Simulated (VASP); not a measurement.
KBr: single point with PBEsol

Crystal: KBr.

```xyz
2
Lattice="0.0000 3.1439 3.1439 3.1439 0.0000 3.1439 3.1439 3.1439 0.0000" Properties=species:S:1:pos:R:3 pbc="T T T"
K     0.0000    0.0000    0.0000
Br    3.1439    3.1439    3.1439
```

This cell differs from its parent crystal: strain -0.040 along x and y, -0.040 along z.

```yaml
Program: VASP 6.6.1
Task: single point
Functional: PBEsol
Potentials_or_basis: VASP PAW PBE potentials, release 64 (K_sv, Br)
Cutoff: 520 eV
k_mesh: 6 × 6 × 6
Occupations: gaussian, width 0.05 eV
Spin: no spin polarisation
```

```
Pressure               : 2.7 GPa
Band gap on the k mesh : 4.67 eV
```

Levels at points of the mesh, in eV from the valence-band top:
| k point | band 5 | band 6 | band 7 | band 8 | band 9 | band 10 | band 11 | band 12 |
| --- | --- | --- | --- | --- | --- | --- | --- | --- |
| (0.00, 0.00, 0.00) | -10.90 | 0.00 | 0.00 | 0.00 | 4.67 | 7.49 | 7.49 | 7.49 |
| (0.50, 0.00, 0.00) | -10.56 | -1.54 | -0.49 | -0.49 | 6.71 | 8.62 | 10.07 | 10.07 |
| (0.50, 0.50, 0.00) | -10.96 | -0.99 | -0.34 | -0.34 | 5.51 | 7.62 | 9.53 | 10.15 |

Run time: 38 s on 1 thread of AMD EPYC 7R13, with other jobs on the host, peak memory 0.17 GiB.

Caveat: the cell differs from its parent crystal (strain -0.040 along x and y, -0.040 along z); the PAW data sets were made with another functional, which shifts forces and pressure a little.
